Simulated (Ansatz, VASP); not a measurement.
# MoS2 in VASP and in Ansatz

File INCAR:

```
ALGO     = Normal         # electronic algorithm
EDIFF    = 1E-6           # SCF threshold, eV
ENCUT    = 520            # plane-wave cutoff, eV
GGA      = PE             # functional
ISIF     = 2              # what is computed and relaxed
ISMEAR   = -1             # smearing method
IVDW     = 13             # dispersion correction
LASPH    = True           # aspherical terms in the spheres
LCHARG   = False          # write CHGCAR
LREAL    = False          # projectors in reciprocal space
LWAVE    = False          # write WAVECAR
NBANDS   = 35             # bands
NELM     = 80             # most SCF steps
PREC     = Accurate       # precision mode
SIGMA    = 0.05           # smearing width, eV
```

File KPOINTS:

```
k-points
0
Gamma
  10 10 3
```

POSCAR

```
MoS2
1.0
    3.1043083785      0.0000000000      0.0000000000
   -1.5521541893      2.6884099170      0.0000000000
    0.0000000000      0.0000000000     12.0724192038
Mo S
2 4
Direct
    0.6666666667      0.3333333333      0.7500000000
    0.3333333333      0.6666666667      0.2500000000
    0.6666666667      0.3333333333      0.3770000000
    0.3333333333      0.6666666667      0.8770000000
    0.6666666667      0.3333333333      0.1230000000
    0.3333333333      0.6666666667      0.6230000000
```

Contents of input.yaml:

```yaml
crystal:
  lattice:
    - [3.1043083785, 0.0, 0.0]
    - [-1.5521541893, 2.688409917, 0.0]
    - [0.0, 0.0, 12.0724192038]
  atoms:
    - { symbol: Mo, position: [0.6666666667, 0.3333333333, 0.75] }
    - { symbol: Mo, position: [0.3333333333, 0.6666666667, 0.25] }
    - { symbol: S, position: [0.6666666667, 0.3333333333, 0.377] }
    - { symbol: S, position: [0.3333333333, 0.6666666667, 0.877] }
    - { symbol: S, position: [0.6666666667, 0.3333333333, 0.123] }
    - { symbol: S, position: [0.3333333333, 0.6666666667, 0.623] }
hamiltonian:
  xc: pbe
  pseudopotentials: { kind: paw }
  dispersion: d4
kpoints:
  mp_grid: { grid: [10, 10, 3] }
scf:
  occupations: { method: fermi_dirac, width: 0.05 }
output:
  forces: true
  stress: true
  eigenvalues: true
  write_density: true
  write_potential: true
  elf: true
  volumetric_format: npy
```

Alike in both runs: task single point; functional PBE; dispersion D4; k mesh 10 × 10 × 3; occupations fermi-dirac, width 0.05 eV; no spin polarisation.

|  | VASP | Ansatz |
| --- | --- | --- |
| version | VASP 6.6.1 | Ansatz 0.2.0 |
| potentials or method | VASP PAW PBE potentials, release 64 (Mo_sv, S) | Ansatz PAW |
| plane-wave cutoff (eV) | 520 | 420 |
| valence electrons in the cell | 52 | 52 |

```csv
,VASP,Ansatz,Ansatz less VASP
gap on the k mesh at the Fermi level (eV),0.88,0.86,-0.018
least direct gap on the mesh (eV),2.03,2.03,-0.004
pressure (GPa),8.6,8.7,+0.18
"traceless stress, the component that is largest in VASP (GPa)",0.88,0.94,+0.056
rms of the force components (eV/Å),0.457,0.469,+0.0127
```

Atom by atom the forces differ by 0.013 eV/Å (rms over components).

Noted on Ansatz's run: odd divisions of the mesh miss points on the zone boundary, where band edges often lie, so the gap on the mesh can be too wide.
